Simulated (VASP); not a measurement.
# In6O (P-31m) in VASP: further runs

In6O is run at these levels: PBE; tasks: single point, relaxation of cell and atoms.

Program: VASP 6.6.1. These are calculated values, not measurements. Logs are shortened: lines on timing, memory, paths and dates and some standing lists are left out, and cuts for length are marked.

### 1 The cell of the first run

Symmetry: P-31m, No. 162, trigonal system. Conventional cell: a = 5.804 Å, b = 5.804 Å, c = 6.032 Å, α = 90.00°, β = 90.00°, γ = 120.00°. Within 3.2 Å of In (site symmetry m) lie 1 O at 2.46 Å. O (site symmetry -3m) has 6 In at 2.46 Å within 3.2 Å.

### 2 Single point, PBE

Contents of INCAR:

```
SYSTEM = In6O
  PREC = Accurate
  ENCUT = 520
  EDIFF = 1E-6
  ISMEAR = 0
  SIGMA = 0.2
  LREAL = .False.
  LASPH = .True.
  NELM = 60
  ALGO = Normal
  ISIF = 2
  LWAVE = .False.
  LCHARG = .False.
  GGA = PE
  NBANDS = 51
```

Contents of KPOINTS:

```
regular mesh
0
Gamma
  3 3 3
  0 0 0
```

Contents of POSCAR:

```
In6O
1.0
    5.8044743654      0.0000000027      0.0000000000
   -2.9022371851      5.0268222547      0.0000000000
    0.0000000000      0.0000000000      6.0322737020
In O
6 1
Direct
    0.6614015379      0.6614015379      0.2446262994
    0.0000000000      0.6614015379      0.7553737006
    0.6614015379      0.0000000000      0.7553737006
    0.3385984621      0.3385984621      0.7553737006
    0.0000000000      0.3385984621      0.2446262994
    0.3385984621      0.0000000000      0.2446262994
    0.0000000000      0.0000000000      0.0000000000
```

Potentials or basis: VASP PAW PBE potentials, release 64 (In_d, O).

On the command line:

```sh
> cat potpaw_PBE.64/In_d/POTCAR potpaw_PBE.64/O/POTCAR > POTCAR
> mpirun -np 1 vasp_std > vasp.out
```

OUTCAR:

```text
SYSTEM = In6O
   PREC = Accurate
   ENCUT = 520
   EDIFF = 1E-6
   ISMEAR = 0
   LREAL = .False.
   LASPH = .True.
   NELM = 60
   ISIF = 2
   GGA = PE

 ion  position               nearest neighbor table
   1  0.661  0.661  0.245-   7 2.46   5 3.33   6 3.33   5 3.33   6 3.33   6 3.40   5 3.40   4 3.50
                             2 3.55   3 3.55   4 3.61   2 3.65   3 3.65
   2  0.000  0.661  0.755-   7 2.46   3 3.33   4 3.33   3 3.33   4 3.33   4 3.40   3 3.40   5 3.50
                             6 3.55   1 3.55   5 3.61   6 3.65   1 3.65
   3  0.661  0.000  0.755-   7 2.46   2 3.33   2 3.33   4 3.33   4 3.33   4 3.40   2 3.40   6 3.50
                             5 3.55   1 3.55   6 3.61   5 3.65   1 3.65
   4  0.339  0.339  0.755-   7 2.46   2 3.33   3 3.33   2 3.33   3 3.33   3 3.40   2 3.40   1 3.50
                             5 3.55   6 3.55   1 3.61   5 3.65   6 3.65
   5  0.000  0.339  0.245-   7 2.46   6 3.33   1 3.33   6 3.33   1 3.33   1 3.40   6 3.40   2 3.50
                             3 3.55   4 3.55   2 3.61   3 3.65   4 3.65
   6  0.339  0.000  0.245-   7 2.46   5 3.33   5 3.33   1 3.33   1 3.33   1 3.40   5 3.40   3 3.50
                             2 3.55   4 3.55   3 3.61   2 3.65   4 3.65
   7  0.000  0.000  0.000-   1 2.46   4 2.46   3 2.46   6 2.46   5 2.46   2 2.46

  LATTYP: Found a hexagonal cell.
 ALAT       =     5.8044743654
 C/A-ratio  =     1.0392454721

  Lattice vectors:

 A1 = (   5.8044743654,   0.0000000027,   0.0000000000)
 A2 = (  -2.9022371851,   5.0268222547,   0.0000000000)
 A3 = (   0.0000000000,   0.0000000000,   6.0322737020)

Analysis of symmetry for initial positions (statically):
=====================================================================
 Subroutine PRICEL returns:
 Original cell was already a primitive cell.

 Routine SETGRP: Setting up the symmetry group for a
 hexagonal supercell.

 Subroutine GETGRP returns: Found 12 space group operations
 (whereof 12 operations were pure point group operations)
 out of a pool of 24 trial point group operations.

The static configuration has the point symmetry D_3d.

Analysis of symmetry for dynamics (positions and initial velocities):
=====================================================================
 Subroutine PRICEL returns:
 Original cell was already a primitive cell.

 Routine SETGRP: Setting up the symmetry group for a
 hexagonal supercell.

 Subroutine GETGRP returns: Found 12 space group operations
 (whereof 12 operations were pure point group operations)
 out of a pool of 24 trial point group operations.

The dynamic configuration has the point symmetry D_3d.

 Subroutine INISYM returns: Found 12 space group operations
 (whereof 12 operations are pure point group operations),
 and found     1 'primitive' translations

----------------------------------------------------------------------------------------

                                     Primitive cell

  volume of cell :     176.0100

  direct lattice vectors                    reciprocal lattice vectors
     5.804474365  0.000000003  0.000000000     0.172280888  0.099466417  0.000000000
    -2.902237185  5.026822255  0.000000000    -0.000000000  0.198932835  0.000000000
     0.000000000  0.000000000  6.032273702     0.000000000  0.000000000  0.165774971

  length of vectors
     5.804474365  5.804474365  6.032273702     0.198932835  0.198932835  0.165774971

  position of ions in fractional coordinates (direct lattice)
     0.661401538  0.661401538  0.244626299
     0.000000000  0.661401538  0.755373701
     0.661401538  1.000000000  0.755373701
     0.338598462  0.338598462  0.755373701
     0.000000000  0.338598462  0.244626299
     0.338598462  1.000000000  0.244626299
     0.000000000  0.000000000  0.000000000

  ion indices of the primitive-cell ions
   primitive index   ion index
                 1           1
                 2           2
                 3           3
                 4           4
                 5           5
                 6           6
                 7           7

----------------------------------------------------------------------------------------

 KPOINTS: regular mesh

Automatic generation of k-mesh.
 Grid dimensions read from file:
 generate k-points for:    3    3    3

 Generating k-lattice:

  Cartesian coordinates                     Fractional coordinates (reciprocal lattice)
     0.057426963  0.033155472  0.000000000     0.333333333 -0.000000000  0.000000000
    -0.000000000  0.066310945  0.000000000     0.000000000  0.333333333  0.000000000
     0.000000000  0.000000000  0.055258324     0.000000000  0.000000000  0.333333333

  Length of vectors
     0.066310945  0.066310945  0.055258324

  Shift w.r.t. Gamma in fractional coordinates (k-lattice)
     0.000000000  0.000000000  0.000000000

 Subroutine IBZKPT returns following result:
 ===========================================

 Found      7 irreducible k-points:

 Following reciprocal coordinates:
            Coordinates               Weight
  0.000000  0.000000  0.000000      1.000000
  0.333333  0.000000  0.000000      6.000000
  0.333333  0.333333  0.000000      2.000000
  0.000000  0.000000  0.333333      2.000000
  0.333333  0.000000  0.333333     12.000000
  0.333333  0.333333  0.333333      2.000000
 -0.333333 -0.333333  0.333333      2.000000
   k-points           NKPTS =      7   k-points in BZ     NKDIM =      7   number of bands    NBANDS=     51
   number of dos      NEDOS =    301   number of ions     NIONS =      7
   total plane-waves  NPLWV = 110592
   dimension x,y,z NGX =    48 NGY =   48 NGZ =   48
   dimension x,y,z NGXF=    96 NGYF=   96 NGZF=   96
   ions per type =               6   1
   NGX,Y,Z   is equivalent  to a cutoff of  13.75, 13.75, 13.23 a.u.
   NGXF,Y,Z  is equivalent  to a cutoff of  27.50, 27.50, 26.46 a.u.
 SYSTEM =  In6O
   PREC   = accura    normal or accurate (medium, high low for compatibility)
   ISTART =      0    job   : 0-new  1-cont  2-samecut
   ICHARG =      2    charge: 1-file 2-atom 10-const
   ISPIN  =      1    spin polarized calculation?
   LNONCOLLINEAR =      F non collinear calculations
   LSORBIT =      F    spin-orbit coupling
   LASPH  =      T    aspherical Exc in radial PAW
   ENCUT  =  520.0 eV  38.22 Ry    6.18 a.u.  10.79 10.79 11.22*2*pi/ulx,y,z
   NELM   =     60;   NELMIN=  2; NELMDL= -5     # of ELM steps
   EDIFF  = 0.1E-05   stopping-criterion for ELM
   LREAL  =      F    real-space projection
   EDIFFG = 0.1E-04   stopping-criterion for IOM
   NSW    =      0    number of steps for IOM
   IBRION =     -1    ionic relax: 0-MD 1-quasi-New 2-CG
   NFREE  =      0    steps in history (QN), initial steepest desc. (CG)
   ISIF   =      2    stress and relaxation
   ISYM   =      2    0-nonsym 1-usesym 2-fastsym
   POTIM  = 0.5000    time-step for ionic-motion
   TEBEG  =    0.0;   TEEND  =   0.0 temperature during run
   PSTRESS=    0.0 pullay stress
   NELECT =      84.0000    total number of electrons
   NUPDOWN=      -1.0000    fix difference up-down
   EMIN   =  10.00;   EMAX   =-10.00  energy-range for DOS
   EFERMI =   0.00;   METHOD = LEGACY
   ISMEAR =     0;   SIGMA  =   0.20  broadening in eV -4-tet -1-fermi 0-gaus
   EFERMI_NEDOS =   21; number of points for ismear=-14 and -15
   IALGO  =     38    algorithm
   IMIX   =      4    mixing-type and parameters
     AMIX     =   0.40;   BMIX     =  1.00
     AMIX_MAG =   1.60;   BMIX_MAG =  1.00
  volume/ion in A,a.u.               =      25.14       169.68
  Fermi-wavevector in a.u.,A,eV,Ry     =   1.279348  2.417618 22.269089  1.636732
  Thomas-Fermi vector in A             =   2.411839
   LORBIT       =      0    0 simple, 1 ext, 2 COOP (PROOUT), +10 PAW based schemes
   GGA     = PE    functional components
   LHFCALC =     F    Hartree Fock is set to
   AEXX    =    0.0000 exact exchange contribution
   IVDW    =     0    specifies the selected vdW correction
   LEPSILON=     F    determine dielectric tensor
   LRPA    =     F    only Hartree local field effects (RPA)
 non-spin polarized calculation
 Gauss-broadening in eV      SIGMA  =   0.20
  energy-cutoff  :      520.00
  volume of cell :      176.01
 maximum number of plane-waves:      4775
 NGX is ok and might be reduce to    48
   NGX = 21   NGY = 21   NGZ = 23

 number of electron      83.9999983 magnetization

 Free energy of the ion-electron system (eV)
  ---------------------------------------------------
  ext. energy  EPLUGINS =         0.00000000
  ---------------------------------------------------
  free energy    TOTEN  =       -21.98002889 eV

  energy without entropy =      -21.94610136  energy(sigma->0) =      -21.96306512

 E-fermi :   6.9490     XC(G=0):  -9.9542

 val. band max:        6.3591069443   @ k =   0.3333   0.0000   0.3333
 cond. band min:       7.0280115066   @ k =   0.0000   0.0000   0.3333
 fundamental gap:      0.6689045623
 Fermi energy:         6.9489992095

 k-point     1 :       0.0000    0.0000    0.0000
  band No.  band energies     occupation
      1     -11.8419      2.00000
      2      -7.9846      2.00000
      3      -7.9811      2.00000
      4      -7.9802      2.00000
      5      -7.9197      2.00000
      6      -7.9197      2.00000
[... 43 lines left out ...]
     50       9.1480      0.00000
     51      10.6785      0.00000

 k-point     2 :       0.3333    0.0000    0.0000
  band No.  band energies     occupation
      1     -11.8379      2.00000
      2      -8.0377      2.00000
      3      -7.9724      2.00000
      4      -7.9665      2.00000
      5      -7.9663      2.00000
      6      -7.9494      2.00000
[... 43 lines left out ...]
     50      10.7269      0.00000
     51      11.2808      0.00000

 k-point     3 :       0.3333    0.3333    0.0000
  band No.  band energies     occupation
      1     -11.8360      2.00000
      2      -8.0542      2.00000
      3      -8.0542      2.00000
      4      -8.0171      2.00000
      5      -7.9765      2.00000
      6      -7.9736      2.00000
[... 43 lines left out ...]
     50      11.7904      0.00000
     51      11.9203      0.00000

 k-point     4 :       0.0000    0.0000    0.3333
  band No.  band energies     occupation
      1     -11.8397      2.00000
      2      -7.9821      2.00000
      3      -7.9729      2.00000
      4      -7.9480      2.00000
      5      -7.9480      2.00000
      6      -7.9344      2.00000
[... 43 lines left out ...]
     50      11.4944      0.00000
     51      11.6435      0.00000

 k-point     5 :       0.3333    0.0000    0.3333
  band No.  band energies     occupation
      1     -11.8375      2.00000
      2      -8.0240      2.00000
      3      -7.9891      2.00000
      4      -7.9690      2.00000
      5      -7.9570      2.00000
      6      -7.9518      2.00000
[... 43 lines left out ...]
     50      11.0393      0.00000
     51      11.0625      0.00000

 k-point     6 :       0.3333    0.3333    0.3333
  band No.  band energies     occupation
      1     -11.8357      2.00000
      2      -8.0352      2.00000
      3      -8.0352      2.00000
      4      -8.0191      2.00000
      5      -7.9954      2.00000
      6      -7.9934      2.00000
[... 43 lines left out ...]
     50      11.9347      0.00000
     51      11.9347      0.00000

 k-point     7 :      -0.3333   -0.3333    0.3333
  band No.  band energies     occupation
      1     -11.8372      2.00000
      2      -8.0362      2.00000
      3      -8.0362      2.00000
      4      -8.0104      2.00000
      5      -7.9952      2.00000
      6      -7.9952      2.00000
[... 43 lines left out ...]
     50      12.0012      0.00000
     51      12.0013      0.00000

------------------------ aborting loop because EDIFF is reached ----------------------------------------

  FORCE on cell =-STRESS in cart. coord.  units (eV):
  Direction    XX          YY          ZZ          XY          YZ          ZX
  --------------------------------------------------------------------------------------
  -------------------------------------------------------------------------------------
  Total       -0.1140043     -0.1140043      0.1048246      0.0000000      0.0000000     -0.0000000
  in kB       -1.0377535     -1.0377535      0.9541929      0.0000000      0.0000000     -0.0000000
  external PRESSURE =      -0.3737713 kB  Pullay stress =       0.0000000 kB

 VOLUME and BASIS-vectors are now :
 -----------------------------------------------------------------------------
  energy-cutoff  :      520.00
  volume of cell :      176.01
      direct lattice vectors                 reciprocal lattice vectors
     5.804474365  0.000000003  0.000000000     0.172280888  0.099466417  0.000000000
    -2.902237185  5.026822255  0.000000000    -0.000000000  0.198932835  0.000000000
     0.000000000  0.000000000  6.032273702     0.000000000  0.000000000  0.165774971

 POSITION                                       TOTAL-FORCE (eV/Angst)
 -----------------------------------------------------------------------------------
      1.91954      3.32475      1.47565         0.026274      0.045508      0.041198
     -1.91954      3.32475      4.55662        -0.026274      0.045508     -0.041198
      3.83909      0.00000      4.55662         0.052548      0.000000     -0.041198
      0.98269      1.70207      4.55662        -0.026274     -0.045508     -0.041198
     -0.98269      1.70207      1.47565         0.026274     -0.045508      0.041198
      1.96539      0.00000      1.47565        -0.052548     -0.000000      0.041198
      0.00000      0.00000      0.00000        -0.000000     -0.000000      0.000000
 -----------------------------------------------------------------------------------
    total drift:                                0.000000      0.000000      0.000000

  FREE ENERGIE OF THE ION-ELECTRON SYSTEM (eV)
  ---------------------------------------------------
  free  energy   TOTEN  =       -21.9800288854 eV

  energy  without entropy=      -21.9461013599  energy(sigma->0) =      -21.96306512
```

Wall time 68 s (1 thread of Intel Xeon Platinum 8488C (Sapphire Rapids), shared host); peak memory 0.32 GiB.

Results:

```yaml
Free_energy: -21.9800 eV
Pressure: 0.0 GPa
Largest_force: 0.067 eV/Å
Band_gap_on_the_k_mesh: zero (band 42 reaches 7.57 eV, above the bottom of band 43 at 6.13 eV)
```

Forces in eV/Å, atoms in the order of the input:
```
In   0.026  0.046  0.041
In  -0.026  0.046 -0.041
In   0.053  0.000 -0.041
In  -0.026 -0.046 -0.041
In   0.026 -0.046  0.041
In  -0.053  0.000  0.041
O    0.000  0.000  0.000
```

Caveat: the k points lie up to 0.42 Å⁻¹ apart; spin-orbit coupling is left out, which moves the levels of the heavy elements.

### 3 Single point, PBE

This run uses another cell than the first one, of 24.81 Å³/atom, 0.987 times its volume.

Contents of INCAR:

```
ALGO = Normal ; EDIFF = 1E-6
ENCUT = 520 ; GGA = PE
ISIF = 2 ; ISMEAR = 0
LASPH = True ; LCHARG = True
LELF = True ; LREAL = False
LVHAR = True ; LWAVE = False
NBANDS = 51 ; NELM = 80
PREC = Accurate ; SIGMA = 0.2
```

Contents of KPOINTS:

```
k-points
0
Gamma
  3 3 4
```

Contents of POSCAR:

```
In6O
1.0
    6.2396705431      0.0000000027      0.0000000000
   -3.1198352739      5.4037132002      0.0000000000
    0.0000000000      0.0000000000      5.1501955965
In O
6 1
Direct
    0.3352567310      0.0000000000      0.7550721944
    0.0000000000      0.3352567310      0.7550721944
    0.6647432690      0.6647432690      0.7550721944
    0.0000000000      0.6647432690      0.2449278056
    0.6647432690      0.0000000000      0.2449278056
    0.3352567310      0.3352567310      0.2449278056
    0.0000000000      0.0000000000      0.5000000000
```

Potentials or basis: VASP PAW PBE potentials, release 64 (In_d, O).

On the command line:

```sh
> cat potpaw_PBE.64/In_d/POTCAR potpaw_PBE.64/O/POTCAR > POTCAR
> mpirun -np 1 vasp_std > vasp.out
```

It took 88 s on 1 thread of Intel Xeon Platinum 8488C (Sapphire Rapids), shared host; peak memory 0.3 GiB.

The run converged. Its results:

```yaml
Free_energy: -21.7250 eV
Pressure: 0.2 GPa
Largest_force: 0.016 eV/Å
Band_gap_on_the_k_mesh: zero (band 42 reaches 6.98 eV, above the bottom of band 43 at 6.37 eV)
```

Forces on the atoms (eV/Å):
```
In   0.015  0.000  0.004
In  -0.008  0.013  0.004
In  -0.008 -0.013  0.004
In   0.008 -0.013 -0.004
In  -0.015  0.000 -0.004
In   0.008  0.013 -0.004
O    0.000  0.000  0.000
```

Stress tensor (GPa, compression positive):
```
0.09 0.00 0.00
0.00 0.09 0.00
0.00 0.00 0.34
```

Levels at points of the mesh, in eV from the Fermi level:
| k point | band 40 | band 41 | band 42 | band 43 | band 44 | band 45 |
| --- | --- | --- | --- | --- | --- | --- |
| (0.00, 0.00, 0.00) | -1.72 | -1.57 | -1.57 | -0.08 | 2.13 | 2.13 |
| (0.00, 0.00, 0.50) | -2.61 | -1.71 | -1.71 | -0.55 | -0.39 | 0.95 |

Caveat: the k points lie up to 0.39 Å⁻¹ apart; spin-orbit coupling is left out, which moves the levels of the heavy elements.

[end of part 1 of 2]
